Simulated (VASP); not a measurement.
B2O, 3 atoms in the cell. The structure is cubic, space group Fm-3m (No. 225). The conventional cell has a = 4.923 Å, b = 4.923 Å, c = 4.923 Å, α = 90.00°, β = 90.00°, γ = 90.00°. Within 2.8 Å of B (site symmetry -43m) lie 4 O at 2.13 Å and 6 B at 2.46 Å. O (site symmetry m-3m) has 8 B at 2.13 Å within 2.8 Å. 

| Property | Result |
| --- | --- |
| Program | VASP 6.6.1 |
| Task | relaxation of cell and atoms |
| Functional | PBE |
| Potentials or basis | VASP PAW PBE potentials, release 64 (B, O) |
| Cutoff | 600 eV |
| k mesh | 16 × 16 × 16 |
| Occupations | gaussian, width 0.1 eV |
| Spin | no spin polarisation |
| Dipole correction | no |
| Further INCAR settings | ALGO = Normal; EDIFF = 1e-06; IBRION = 2; EDIFFG = -0.01; NSW = 100; ISIF = 3 |

Potentials or basis: VASP PAW PBE potentials, release 64 (B, O).

Launch:

```console
$ cat potpaw_PBE.64/B/POTCAR potpaw_PBE.64/O/POTCAR > POTCAR
$ mpirun -np 1 vasp_std > vasp.out
```

Hardware: 1 thread of AMD EPYC 7R13 Processor (Zen 3), with other jobs on the host.

Estimate the wall time of this run.

Run time: 65 s on 1 thread of AMD EPYC 7R13 Processor (Zen 3), with other jobs on the host, peak memory 0.16 GiB. Counts: scf iterations 18, k points 145, ion steps 2.
